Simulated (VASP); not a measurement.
# Ta5HO in VASP: a series of runs

The runs below take Ta5HO through single point, with PBEsol.

Program: VASP 6.6.1. These are calculated values, not measurements. Logs are shortened: lines on timing, memory, paths and dates and some standing lists are left out, and cuts for length are marked.

## (1) The cell of the first run

The cell holds a slab with vacuum, 7 atoms: a = 3.281 Å, b = 3.281 Å, c = 26.441 Å, α = 90.00°, β = 90.00°, γ = 90.00°.

## (2) Single point, PBEsol

The input, INCAR:

```
PREC     = Accurate       # precision mode
ENCUT    = 520            # plane-wave cutoff, eV
EDIFF    = 1E-7           # SCF threshold, eV
ISMEAR   = 0              # smearing method
SIGMA    = 0.1            # smearing width, eV
LREAL    = False          # projectors in reciprocal space
LASPH    = True           # aspherical terms in the spheres
NELM     = 80             # most SCF steps
ALGO     = Normal         # electronic algorithm
ISIF     = 2              # what is computed and relaxed
LWAVE    = False          # write WAVECAR
LCHARG   = False          # write CHGCAR
LDIPOL   = True         
IDIPOL   = 3            
DIPOL    = 0.5 0.5 0.500
GGA      = PS             # functional
NBANDS   = 40             # bands
```

The input, KPOINTS:

```
regular mesh
0
Gamma
  9 9 1
```

The input, POSCAR:

```
Ta5HO
1.0
    3.2805195245      0.0000000000      0.0000000000
    0.0000000000      3.2805195245      0.0000000000
    0.0000000000      0.0000000000     26.4410390491
Ta O H
5 1 1
Direct
    0.5000000000      0.5000000000      0.3214699689
    0.0000000000      0.0000000000      0.3835045871
    0.4997618435      0.4982504369      0.4454590488
   -0.0005723010     -0.0038892082      0.5076462964
    0.4990382198      0.4921813724      0.5692153484
   -0.0010994865      0.4984483432      0.6256469934
   -0.0012969108      0.7505328342      0.6455218052
```

Potentials or basis: VASP PAW PBE potentials, release 64 (Ta_pv, O, H).

Command:

```bash
cat potpaw_PBE.64/Ta_pv/POTCAR potpaw_PBE.64/O/POTCAR potpaw_PBE.64/H/POTCAR > POTCAR
mpirun -np 1 vasp_std > vasp.out
```

OUTCAR:

```text
PREC = Accurate
   ENCUT = 520
   EDIFF = 1E-7
   ISMEAR = 0
   LREAL = False
   LASPH = True
   NELM = 80
   ISIF = 2
   GGA = PS

 ion  position               nearest neighbor table
   1  0.500  0.500  0.321-   2 2.84   2 2.84   2 2.84   2 2.84   3 3.28
   2  0.000  0.000  0.384-   3 2.84   3 2.84   1 2.84   1 2.84   1 2.84   1 2.84   3 2.84   3 2.84
                             4 3.28
   3  0.500  0.498  0.445-   2 2.84   2 2.84   4 2.84   4 2.84   2 2.84   2 2.84   4 2.85   4 2.85
                             5 3.27   1 3.28
   4  0.999  0.996  0.508-   5 2.83   5 2.83   3 2.84   3 2.84   5 2.84   5 2.84   3 2.85   3 2.85
                             2 3.28
   5  0.499  0.492  0.569-   6 2.22   6 2.22   4 2.83   4 2.83   4 2.84   4 2.84   3 3.27
   6  0.999  0.498  0.626-   7 0.98   5 2.22   5 2.22
   7  0.999  0.751  0.646-   6 0.98

  LATTYP: Found a simple tetragonal cell.
 ALAT       =     3.2805195245
 C/A-ratio  =     8.0600157541

  Lattice vectors:

 A1 = (   3.2805195245,   0.0000000000,   0.0000000000)
 A2 = (   0.0000000000,   3.2805195245,   0.0000000000)
 A3 = (   0.0000000000,   0.0000000000,  26.4410390491)

Analysis of symmetry for initial positions (statically):
=====================================================================
 Subroutine PRICEL returns:
 Original cell was already a primitive cell.

 Routine SETGRP: Setting up the symmetry group for a
 simple tetragonal supercell.

 Subroutine GETGRP returns: Found  1 space group operations
 (whereof  1 operations were pure point group operations)
 out of a pool of 16 trial point group operations.

The static configuration has the point symmetry C_1 .

Analysis of symmetry for dynamics (positions and initial velocities):
=====================================================================
 Subroutine PRICEL returns:
 Original cell was already a primitive cell.

 Routine SETGRP: Setting up the symmetry group for a
 simple tetragonal supercell.

 Subroutine GETGRP returns: Found  1 space group operations
 (whereof  1 operations were pure point group operations)
 out of a pool of 16 trial point group operations.

The dynamic configuration has the point symmetry C_1 .

 Subroutine INISYM returns: Found  1 space group operations
 (whereof  1 operations are pure point group operations),
 and found     1 'primitive' translations

----------------------------------------------------------------------------------------

                                     Primitive cell

  volume of cell :     284.5534

  direct lattice vectors                    reciprocal lattice vectors
     3.280519524  0.000000000  0.000000000     0.304829766  0.000000000  0.000000000
     0.000000000  3.280519524  0.000000000     0.000000000  0.304829766  0.000000000
     0.000000000  0.000000000 26.441039049     0.000000000  0.000000000  0.037819996

  length of vectors
     3.280519524  3.280519524 26.441039049     0.304829766  0.304829766  0.037819996

  position of ions in fractional coordinates (direct lattice)
     0.500000000  0.500000000  0.321469969
     0.000000000  0.000000000  0.383504587
     0.499761844  0.498250437  0.445459049
     0.999427699  0.996110792  0.507646296
     0.499038220  0.492181372  0.569215348
     0.998900513  0.498448343  0.625646993
     0.998703089  0.750532834  0.645521805

  ion indices of the primitive-cell ions
   primitive index   ion index
                 1           1
                 2           2
                 3           3
                 4           4
                 5           5
                 6           6
                 7           7

----------------------------------------------------------------------------------------

 KPOINTS: regular mesh

Automatic generation of k-mesh.
 Grid dimensions read from file:
 generate k-points for:    9    9    1

 Generating k-lattice:

  Cartesian coordinates                     Fractional coordinates (reciprocal lattice)
     0.033869974  0.000000000  0.000000000     0.111111111  0.000000000  0.000000000
     0.000000000  0.033869974  0.000000000     0.000000000  0.111111111  0.000000000
     0.000000000  0.000000000  0.037819996     0.000000000  0.000000000  1.000000000

  Length of vectors
     0.033869974  0.033869974  0.037819996

  Shift w.r.t. Gamma in fractional coordinates (k-lattice)
     0.000000000  0.000000000  0.000000000

 Subroutine IBZKPT returns following result:
 ===========================================

 Found     41 irreducible k-points:

 Following reciprocal coordinates:
            Coordinates               Weight
  0.000000  0.000000  0.000000      1.000000
  0.111111  0.000000  0.000000      2.000000
  0.000000  0.111111  0.000000      2.000000
  0.222222  0.000000  0.000000      2.000000
  0.000000  0.222222  0.000000      2.000000
  0.333333  0.000000  0.000000      2.000000
[... 16 lines left out ...]
  0.111111  0.444444  0.000000      2.000000
  0.222222  0.222222  0.000000      2.000000
 [... further k-points ...]
   k-points           NKPTS =     41   k-points in BZ     NKDIM =     41   number of bands    NBANDS=     40
   number of dos      NEDOS =    301   number of ions     NIONS =      7
   total plane-waves  NPLWV = 115200
   dimension x,y,z NGX =    24 NGY =   24 NGZ =  200
   dimension x,y,z NGXF=    48 NGYF=   48 NGZF=  400
   ions per type =               5   1   1
   NGX,Y,Z   is equivalent  to a cutoff of  12.16, 12.16, 12.57 a.u.
   NGXF,Y,Z  is equivalent  to a cutoff of  24.32, 24.32, 25.15 a.u.
 SYSTEM =  unknown system
   PREC   = accura    normal or accurate (medium, high low for compatibility)
   ISTART =      0    job   : 0-new  1-cont  2-samecut
   ICHARG =      2    charge: 1-file 2-atom 10-const
   ISPIN  =      1    spin polarized calculation?
   LNONCOLLINEAR =      F non collinear calculations
   LSORBIT =      F    spin-orbit coupling
   LASPH  =      T    aspherical Exc in radial PAW
   ENCUT  =  520.0 eV  38.22 Ry    6.18 a.u.   6.10  6.10 49.16*2*pi/ulx,y,z
   NELM   =     80;   NELMIN=  2; NELMDL= -5     # of ELM steps
   EDIFF  = 0.1E-06   stopping-criterion for ELM
   LREAL  =      F    real-space projection
   EDIFFG = 0.1E-05   stopping-criterion for IOM
   NSW    =      0    number of steps for IOM
   IBRION =     -1    ionic relax: 0-MD 1-quasi-New 2-CG
   NFREE  =      0    steps in history (QN), initial steepest desc. (CG)
   ISIF   =      2    stress and relaxation
   ISYM   =      2    0-nonsym 1-usesym 2-fastsym
   POTIM  = 0.5000    time-step for ionic-motion
   TEBEG  =    0.0;   TEEND  =   0.0 temperature during run
   PSTRESS=    0.0 pullay stress
   NELECT =      62.0000    total number of electrons
   NUPDOWN=      -1.0000    fix difference up-down
   EMIN   =  10.00;   EMAX   =-10.00  energy-range for DOS
   EFERMI =   0.00;   METHOD = LEGACY
   ISMEAR =     0;   SIGMA  =   0.10  broadening in eV -4-tet -1-fermi 0-gaus
   EFERMI_NEDOS =   21; number of points for ismear=-14 and -15
   IALGO  =     38    algorithm
   IMIX   =      4    mixing-type and parameters
     AMIX     =   0.40;   BMIX     =  1.00
     AMIX_MAG =   1.60;   BMIX_MAG =  1.00
  volume/ion in A,a.u.               =      40.65       274.32
  Fermi-wavevector in a.u.,A,eV,Ry     =   0.985109  1.861585 13.203625  0.970439
  Thomas-Fermi vector in A             =   2.116391
   LORBIT       =      0    0 simple, 1 ext, 2 COOP (PROOUT), +10 PAW based schemes
   GGA     = PS    functional components
   LHFCALC =     F    Hartree Fock is set to
   AEXX    =    0.0000 exact exchange contribution
   IVDW    =     0    specifies the selected vdW correction
   LEPSILON=     F    determine dielectric tensor
   LRPA    =     F    only Hartree local field effects (RPA)
 non-spin polarized calculation
 Gauss-broadening in eV      SIGMA  =   0.10
  energy-cutoff  :      520.00
  volume of cell :      284.55
 maximum number of plane-waves:      7706
   NGX = 13   NGY = 13   NGZ = 99

 dipolmoment           0.000000      0.000000      0.005643 electrons x Angstroem

 number of electron      62.0000012 magnetization

 dipolmoment           0.000000      0.000000     -0.049252 electrons x Angstroem

 Free energy of the ion-electron system (eV)
  ---------------------------------------------------
  ext. energy  EPLUGINS =         0.00000000
  ---------------------------------------------------
  free energy    TOTEN  =       -71.55715392 eV

  energy without entropy =      -71.52454358  energy(sigma->0) =      -71.54084875

 E-fermi :  -0.3401     XC(G=0):  -5.2341

 val. band max:       -0.3489086395   @ k =   0.0000   0.4444   0.0000
 cond. band min:      -0.3272098713   @ k =   0.0000   0.3333   0.0000
 fundamental gap:      0.0216987683
 Fermi energy:        -0.3400771334

 k-point     1 :       0.0000    0.0000    0.0000
  band No.  band energies     occupation
      1     -35.1083      2.00000
      2     -35.0556      2.00000
      3     -34.9442      2.00000
      4     -34.9278      2.00000
      5     -34.8978      2.00000
      6     -34.8887      2.00000
[... 32 lines left out ...]
     39       2.5004      0.00000
     40       2.5101      0.00000

 k-point     2 :       0.1111    0.0000    0.0000
  band No.  band energies     occupation
      1     -35.1121      2.00000
      2     -35.0572      2.00000
      3     -34.9761      2.00000
      4     -34.9240      2.00000
      5     -34.9201      2.00000
      6     -34.8909      2.00000
[... 935 lines left out ...]
     39       2.7665      0.00000
     40       2.9023      0.00000

 k-point    24 :       0.2222    0.2222    0.0000
  band No.  band energies     occupation
      1     -35.1186      2.00000
      2     -35.0533      2.00000
      3     -35.0363      2.00000
      4     -35.0074      2.00000
      5     -34.9960      2.00000
      6     -34.9798      2.00000
[... 32 lines left out ...]
     39       3.1193      0.00000
     40       3.1530      0.00000

 [... further k-points ...]

------------------------ aborting loop because EDIFF is reached ----------------------------------------

 vacuum level on the upper side and lower side of the slab       (xc-potential included)        -0.413         0.397

  FORCE on cell =-STRESS in cart. coord.  units (eV):
  Direction    XX          YY          ZZ          XY          YZ          ZX
  --------------------------------------------------------------------------------------
  -------------------------------------------------------------------------------------
  Total       -9.1048085     -4.4474822     -2.2259001      0.0010315      0.0737518      0.0157115
  in kB      -51.2646063    -25.0415395    -12.5329263      0.0058081      0.4152591      0.0884635
  external PRESSURE =     -29.6130241 kB  Pullay stress =       0.0000000 kB

 VOLUME and BASIS-vectors are now :
 -----------------------------------------------------------------------------
  energy-cutoff  :      520.00
  volume of cell :      284.55
      direct lattice vectors                 reciprocal lattice vectors
     3.280519524  0.000000000  0.000000000     0.304829766  0.000000000  0.000000000
     0.000000000  3.280519524  0.000000000     0.000000000  0.304829766  0.000000000
     0.000000000  0.000000000 26.441039049     0.000000000  0.000000000  0.037819996

 POSITION                                       TOTAL-FORCE (eV/Angst)
 -----------------------------------------------------------------------------------
      1.64026      1.64026      8.50000         0.001114      0.006611      1.403744
      0.00000      0.00000     10.14026        -0.003922     -0.011272     -1.422678
      1.63948      1.63452     11.77840        -0.000312      0.002880      0.000690
      3.27864      3.26776     13.42270         0.000862      0.001970      0.017980
      1.63710      1.61461     15.05065         0.000158     -0.013175     -0.025250
      3.27691      1.63517     16.54276         0.000703     -0.088690     -0.057625
      3.27626      2.46214     17.06827         0.001396      0.101676      0.083139
 -----------------------------------------------------------------------------------
    total drift:                                0.000018      0.000449      0.000411

  FREE ENERGIE OF THE ION-ELECTRON SYSTEM (eV)
  ---------------------------------------------------
  free  energy   TOTEN  =       -71.5571539201 eV

  energy  without entropy=      -71.5245435798  energy(sigma->0) =      -71.54084875

 vacuum level on the upper side and lower side of the slab         2.950         3.739
```

It took 7.8 min on 1 thread of Intel Xeon 6975P-C (Granite Rapids), shared host; peak memory 0.56 GiB.

What came out:

```
Free energy            : -71.5572 eV
Largest force          : 1.423 eV/Å
Band gap on the k mesh : zero (bands 31 and 32 overlap by 1.33 eV)
```

Forces in eV/Å, atoms in the order of the input:
```
Ta   0.001  0.007  1.404
Ta  -0.004 -0.011 -1.423
Ta   0.000  0.003  0.001
Ta   0.001  0.002  0.018
Ta   0.000 -0.013 -0.025
O    0.001 -0.089 -0.058
H    0.001  0.102  0.083
```

Levels at points of the mesh, in eV from the Fermi level:
| k point | band 28 | band 29 | band 30 | band 31 | band 32 | band 33 | band 34 | band 35 |
| --- | --- | --- | --- | --- | --- | --- | --- | --- |
| (0.00, 0.00, 0.00) | -0.08 | 0.46 | 0.47 | 0.62 | 0.75 | 0.82 | 0.88 | 1.29 |

Caveat: the PAW data sets were made with another functional, which shifts forces and pressure a little; spin-orbit coupling is left out, which moves the levels of the heavy elements.

## (3) Single point, PBEsol

The input, INCAR:

```
SYSTEM = Ta5HO
PREC = Accurate ; ENCUT = 520
EDIFF = 1E-6 ; ISMEAR = 0
SIGMA = 0.1 ; LREAL = .False.
LASPH = .True. ; NELM = 100
ALGO = Normal ; ISIF = 2
LWAVE = .False. ; LCHARG = .True.
LDIPOL = .True. ; IDIPOL = 3
DIPOL = 0.5 0.5 0.500 ; GGA = PS
LELF = .True. ; LVHAR = .True.
LVACPOTAV = .True. ; NBANDS = 40
```

The input, KPOINTS:

```
regular mesh
0
Gamma
  9 9 1
  0 0 0
```

The input, POSCAR:

```
Ta5HO
1.0
    3.2805195245      0.0000000000      0.0000000000
    0.0000000000      3.2805195245      0.0000000000
    0.0000000000      0.0000000000     26.4410390491
Ta O H
5 1 1
Direct
    0.5000000000      0.5000000000      0.3214699689
    0.0000000000      0.0000000000      0.3835045871
    0.5011081536      0.4999504196      0.4454833214
    0.0025747568     -0.0000598785      0.5076901391
    0.5061177379      0.4995735475      0.5691995540
    0.5021878279     -0.0004071642      0.6257144874
    0.2513505442     -0.0003991599      0.6458289011
```

Potentials or basis: VASP PAW PBE potentials, release 64 (Ta_pv, O, H).

Command:

```bash
cat potpaw_PBE.64/Ta_pv/POTCAR potpaw_PBE.64/O/POTCAR potpaw_PBE.64/H/POTCAR > POTCAR
mpirun -np 1 vasp_std > vasp.out
```

It took 6.6 min on 1 thread of Intel Xeon 6975P-C (Granite Rapids), shared host; peak memory 0.56 GiB.

Results (log left out):

| Quantity | Value |
| --- | --- |
| Free energy | -71.5572 eV |
| Largest force | 1.419 eV/Å |
| Band gap on the k mesh | zero (bands 31 and 32 overlap by 1.34 eV) |

Forces in eV/Å, atoms in the order of the input:
```
Ta  -0.005  0.000  1.405
Ta   0.002 -0.001 -1.419
Ta  -0.002  0.001  0.000
Ta   0.002 -0.002  0.006
Ta   0.026  0.001  0.002
O    0.082  0.001 -0.071
H   -0.104  0.000  0.077
```

Levels at points of the mesh, in eV from the Fermi level:
| k point | band 29 | band 30 | band 31 | band 32 | band 33 | band 34 |
| --- | --- | --- | --- | --- | --- | --- |
| (0.00, 0.00, 0.00) | 0.46 | 0.47 | 0.62 | 0.75 | 0.81 | 0.88 |

Caveat: the PAW data sets were made with another functional, which shifts forces and pressure a little; spin-orbit coupling is left out, which moves the levels of the heavy elements.
